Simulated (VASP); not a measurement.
# SnSe in VASP: further runs

Runs on SnSe. Level: LDA. Tasks: single point.

All numbers are computed with VASP 6.6.1; they aren't measurements. Logs are shortened: lines on timing, memory, paths and dates and some standing lists are left out, and cuts for length are marked.

## (1) The cell of the first run

The cell holds a slab with vacuum, 8 atoms: a = 4.190 Å, b = 4.190 Å, c = 21.959 Å, α = 90.00°, β = 90.00°, γ = 90.00°.

## (2) Single point, LDA (atoms displaced along a vibrational mode)

INCAR reads:

```
ALGO     = Normal         # electronic algorithm
EDIFF    = 1E-6           # SCF threshold, eV
ENCUT    = 520            # plane-wave cutoff, eV
GGA      = CA             # functional
ISIF     = 2              # what is computed and relaxed
ISMEAR   = 0              # smearing method
LASPH    = True           # aspherical terms in the spheres
LCHARG   = False          # write CHGCAR
LREAL    = False          # projectors in reciprocal space
LWAVE    = False          # write WAVECAR
NBANDS   = 50             # bands
NELM     = 80             # most SCF steps
PREC     = Accurate       # precision mode
SIGMA    = 0.05           # smearing width, eV
```

KPOINTS reads:

```
k-points
0
Gamma
  6 6 2
```

POSCAR reads:

```
SnSe
1.0
    4.1898989384      0.0000000000      0.0000000000
    0.0000000000      4.1898989384      0.0000000000
    0.0000000000      0.0000000000     21.9592458066
Sn Se
4 4
Direct
    0.5000000000      0.0000000000      0.1708661054
    0.5000000000      0.0000000000      0.7072972290
    0.0000000000      0.5000000000      0.2927027710
    0.0000000000      0.5000000000      0.8291338946
    0.5000000000      0.0000000000      0.2926747793
    0.5000000000      0.0000000000      0.8291034355
    0.0000000000      0.5000000000      0.1708965645
    0.0000000000      0.5000000000      0.7073252207
```

Potentials or basis: VASP PAW LDA potentials, release 64 (Sn_d, Se).

Command:

```
$ cat potpaw_LDA.64/Sn_d/POTCAR potpaw_LDA.64/Se/POTCAR > POTCAR
$ mpirun -np 1 vasp_std > vasp.out
```

OUTCAR:

```text
EDIFF = 1E-6
   ENCUT = 520
   GGA = CA
   ISIF = 2
   ISMEAR = 0
   LASPH = True
   LREAL = False
   NELM = 80
   PREC = Accurate

 ion  position               nearest neighbor table
   1  0.500  0.000  0.171-   5 2.67   7 2.96   7 2.96   7 2.96   7 2.96
   2  0.500  0.000  0.707-   6 2.67   8 2.96   8 2.96   8 2.96   8 2.96
   3  0.000  0.500  0.293-   7 2.67   5 2.96   5 2.96   5 2.96   5 2.96
   4  0.000  0.500  0.829-   8 2.67   6 2.96   6 2.96   6 2.96   6 2.96
   5  0.500  0.000  0.293-   1 2.67   3 2.96   3 2.96   3 2.96   3 2.96
   6  0.500  0.000  0.829-   2 2.67   4 2.96   4 2.96   4 2.96   4 2.96
   7  0.000  0.500  0.171-   3 2.67   1 2.96   1 2.96   1 2.96   1 2.96
   8  0.000  0.500  0.707-   4 2.67   2 2.96   2 2.96   2 2.96   2 2.96

  LATTYP: Found a simple tetragonal cell.
 ALAT       =     4.1898989384
 C/A-ratio  =     5.2409965322

  Lattice vectors:

 A1 = (   4.1898989384,   0.0000000000,   0.0000000000)
 A2 = (   0.0000000000,   4.1898989384,   0.0000000000)
 A3 = (   0.0000000000,   0.0000000000,  21.9592458066)

Analysis of symmetry for initial positions (statically):
=====================================================================
 Subroutine PRICEL returns:
 Original cell was already a primitive cell.

 Routine SETGRP: Setting up the symmetry group for a
 simple tetragonal supercell.

 Subroutine GETGRP returns: Found 16 space group operations
 (whereof  8 operations were pure point group operations)
 out of a pool of 16 trial point group operations.

The static configuration has the point symmetry D_2d.
 The point group associated with its full space group is D_4h.

Analysis of symmetry for dynamics (positions and initial velocities):
=====================================================================
 Subroutine PRICEL returns:
 Original cell was already a primitive cell.

 Routine SETGRP: Setting up the symmetry group for a
 simple tetragonal supercell.

 Subroutine GETGRP returns: Found 16 space group operations
 (whereof  8 operations were pure point group operations)
 out of a pool of 16 trial point group operations.

The dynamic configuration has the point symmetry D_2d.
 The point group associated with its full space group is D_4h.

[... 105 lines left out ...]
   EDIFF  = 0.1E-05   stopping-criterion for ELM
   LREAL  =      F    real-space projection
   EDIFFG = 0.1E-04   stopping-criterion for IOM
   NSW    =      0    number of steps for IOM
   IBRION =     -1    ionic relax: 0-MD 1-quasi-New 2-CG
   NFREE  =      0    steps in history (QN), initial steepest desc. (CG)
   ISIF   =      2    stress and relaxation
   ISYM   =      2    0-nonsym 1-usesym 2-fastsym
   POTIM  = 0.5000    time-step for ionic-motion
   TEBEG  =    0.0;   TEEND  =   0.0 temperature during run
   PSTRESS=    0.0 pullay stress
   NELECT =      80.0000    total number of electrons
   NUPDOWN=      -1.0000    fix difference up-down
   EMIN   =  10.00;   EMAX   =-10.00  energy-range for DOS
   EFERMI =   0.00;   METHOD = LEGACY
   ISMEAR =     0;   SIGMA  =   0.05  broadening in eV -4-tet -1-fermi 0-gaus
   EFERMI_NEDOS =   21; number of points for ismear=-14 and -15
   IALGO  =     38    algorithm
   IMIX   =      4    mixing-type and parameters
     AMIX     =   0.40;   BMIX     =  1.00
     AMIX_MAG =   1.60;   BMIX_MAG =  1.00
  volume/ion in A,a.u.               =      48.19       325.19
  Fermi-wavevector in a.u.,A,eV,Ry     =   0.969237  1.831592 12.781590  0.939420
  Thomas-Fermi vector in A             =   2.099273
   LORBIT       =      0    0 simple, 1 ext, 2 COOP (PROOUT), +10 PAW based schemes
   GGA     = CA    functional components
   LHFCALC =     F    Hartree Fock is set to
   AEXX    =    0.0000 exact exchange contribution
   IVDW    =     0    specifies the selected vdW correction
   LEPSILON=     F    determine dielectric tensor
   LRPA    =     F    only Hartree local field effects (RPA)
 non-spin polarized calculation
 Gauss-broadening in eV      SIGMA  =   0.05
  energy-cutoff  :      520.00
  volume of cell :      385.50
 maximum number of plane-waves:     10410
 NGX is ok and might be reduce to    32
   NGX = 15   NGY = 15   NGZ = 81

 number of electron      79.9999990 magnetization

 Free energy of the ion-electron system (eV)
  ---------------------------------------------------
  ext. energy  EPLUGINS =         0.00000000
  ---------------------------------------------------
  free energy    TOTEN  =       -36.98640866 eV

  energy without entropy =      -36.98640866  energy(sigma->0) =      -36.98640866

 E-fermi :   1.0862     XC(G=0):  -6.3401

 val. band max:        0.8285561118   @ k =   0.3333   0.0000   0.0000
 cond. band min:       2.2707455009   @ k =   0.3333   0.1667   0.0000
 fundamental gap:      1.4421893891
 Fermi energy:         1.0862023625

 k-point     1 :       0.0000    0.0000    0.0000
  band No.  band energies     occupation
      1     -20.2613      2.00000
      2     -20.2613      2.00000
      3     -20.2368      2.00000
      4     -20.2368      2.00000
      5     -20.2330      2.00000
      6     -20.2330      2.00000
[... 1049 lines left out ...]
     49       6.2213      0.00000
     50       6.2404      0.00000

------------------------ aborting loop because EDIFF is reached ----------------------------------------

  FORCE on cell =-STRESS in cart. coord.  units (eV):
  Direction    XX          YY          ZZ          XY          YZ          ZX
  --------------------------------------------------------------------------------------
  -------------------------------------------------------------------------------------
  Total        0.1561436      0.1561436      0.2080153      0.0000000      0.0000000      0.0000000
  in kB        0.6489486      0.6489486      0.8645327      0.0000000      0.0000000      0.0000000
  external PRESSURE =       0.7208100 kB  Pullay stress =       0.0000000 kB

 VOLUME and BASIS-vectors are now :
 -----------------------------------------------------------------------------
  energy-cutoff  :      520.00
  volume of cell :      385.50
      direct lattice vectors                 reciprocal lattice vectors
     4.189898938  0.000000000  0.000000000     0.238669241  0.000000000  0.000000000
     0.000000000  4.189898938  0.000000000     0.000000000  0.238669241  0.000000000
     0.000000000  0.000000000 21.959245807     0.000000000  0.000000000  0.045538905

 POSITION                                       TOTAL-FORCE (eV/Angst)
 -----------------------------------------------------------------------------------
      2.09495      0.00000      3.75209        -0.000000      0.000000     -0.025811
      2.09495      0.00000     15.53171         0.000000      0.000000     -0.026790
      0.00000      2.09495      6.42753         0.000000      0.000000      0.026790
      0.00000      2.09495     18.20715         0.000000      0.000000      0.025811
      2.09495      0.00000      6.42692         0.000000     -0.000000      0.023496
      2.09495      0.00000     18.20649         0.000000      0.000000      0.024323
      0.00000      2.09495      3.75276        -0.000000      0.000000     -0.024323
      0.00000      2.09495     15.53233         0.000000      0.000000     -0.023496
 -----------------------------------------------------------------------------------
    total drift:                                0.000000      0.000000      0.000000

  FREE ENERGIE OF THE ION-ELECTRON SYSTEM (eV)
  ---------------------------------------------------
  free  energy   TOTEN  =       -36.9864086575 eV

  energy  without entropy=      -36.9864086575  energy(sigma->0) =      -36.98640866
```

stdout:

```text
POSCAR found type information on POSCAR SnSe
 POSCAR found :  2 types and       8 ions
 scaLAPACK will be used
 LDA part: xc-table for (Slater(with rela. corr.)+CA(PZ))
 , standard interpolation
 POSCAR, INCAR and KPOINTS ok, starting setup
 FFT: planning ... GRIDC
 FFT: planning ... GRID_SOFT
 FFT: planning ... GRID
 WAVECAR not read
 entering main loop
```

Wall time 12 min (1 thread of Oxide Virtual Turin-like, shared host); peak memory 0.47 GiB.

What came out:

```
Free energy            : -36.9864 eV
Largest force          : 0.027 eV/Å
Band gap on the k mesh : 1.44 eV (least direct gap 1.50 eV)
```

Forces in eV/Å, atoms in the order of the input:
```
Sn   0.000  0.000 -0.026
Sn   0.000  0.000 -0.027
Sn   0.000  0.000  0.027
Sn   0.000  0.000  0.026
Se   0.000  0.000  0.023
Se   0.000  0.000  0.024
Se   0.000  0.000 -0.024
Se   0.000  0.000 -0.023
```

Caveat: the cell differs from its parent crystal (atoms displaced along a vibrational mode); there is no dipole correction, which matters where the two faces differ; spin-orbit coupling is left out, which moves the levels of the heavy elements.

## (3) Single point, LDA (atoms displaced along a vibrational mode)

INCAR reads:

```
  ALGO = Normal
  EDIFF = 1E-6
  ENCUT = 520
  ISIF = 2
  ISMEAR = 0
  LASPH = True
  LCHARG = False
  LREAL = False
  LWAVE = False
  NBANDS = 50
  NELM = 60
  PREC = Accurate
  SIGMA = 0.05
```

KPOINTS is that of step 2.

POSCAR reads:

```
SnSe
1.0
    4.1898989384      0.0000000000      0.0000000000
    0.0000000000      4.1898989384      0.0000000000
    0.0000000000      0.0000000000     21.9592458066
Sn Se
4 4
Direct
    0.5000000000      0.0000000000      0.2027433386
    0.5000000000      0.0000000000      0.6754199958
    0.0000000000      0.5000000000      0.3245800042
    0.0000000000      0.5000000000      0.7972566614
    0.5000000000      0.0000000000      0.3245498535
    0.5000000000      0.0000000000      0.7972283613
    0.0000000000      0.5000000000      0.2027716387
    0.0000000000      0.5000000000      0.6754501465
```

Potentials or basis: VASP PAW LDA potentials, release 64 (Sn_d, Se).

Command:

```
$ cat potpaw_LDA.64/Sn_d/POTCAR potpaw_LDA.64/Se/POTCAR > POTCAR
$ mpirun -np 1 vasp_std > vasp.out
```

Wall time 11 min (1 thread of Oxide Virtual Turin-like, shared host); peak memory 0.47 GiB.

The run converged. Its results:

| Quantity | Value |
| --- | --- |
| Free energy | -36.9862 eV |
| Largest force | 0.026 eV/Å |
| Band gap on the k mesh | 1.44 eV (least direct gap 1.50 eV) |

Forces in eV/Å, atoms in the order of the input:
```
Sn   0.000  0.000 -0.025
Sn   0.000  0.000 -0.026
Sn   0.000  0.000  0.026
Sn   0.000  0.000  0.025
Se   0.000  0.000  0.024
Se   0.000  0.000  0.024
Se   0.000  0.000 -0.024
Se   0.000  0.000 -0.024
```

Levels at points of the mesh, in eV from the valence-band top:
| k point | band 37 | band 38 | band 39 | band 40 | band 41 | band 42 | band 43 | band 44 |
| --- | --- | --- | --- | --- | --- | --- | --- | --- |
| (0.00, 0.00, 0.00) | -1.98 | -1.98 | -0.57 | -0.56 | 1.46 | 1.61 | 3.56 | 3.56 |
| (0.50, 0.00, 0.00) | -0.10 | -0.10 | -0.10 | -0.10 | 1.49 | 1.49 | 1.49 | 1.49 |
| (0.50, 0.50, 0.00) | -1.83 | -1.83 | -1.83 | -1.83 | 3.53 | 3.53 | 3.57 | 3.57 |
| (0.00, 0.00, 0.50) | -1.98 | -1.98 | -0.57 | -0.56 | 1.50 | 1.57 | 3.56 | 3.56 |
| (0.50, 0.00, 0.50) | -0.10 | -0.10 | -0.10 | -0.10 | 1.49 | 1.49 | 1.49 | 1.49 |
| (0.50, 0.50, 0.50) | -1.83 | -1.83 | -1.83 | -1.83 | 3.54 | 3.54 | 3.56 | 3.56 |

Caveat: the cell differs from its parent crystal (atoms displaced along a vibrational mode); there is no dipole correction, which matters where the two faces differ; spin-orbit coupling is left out, which moves the levels of the heavy elements.
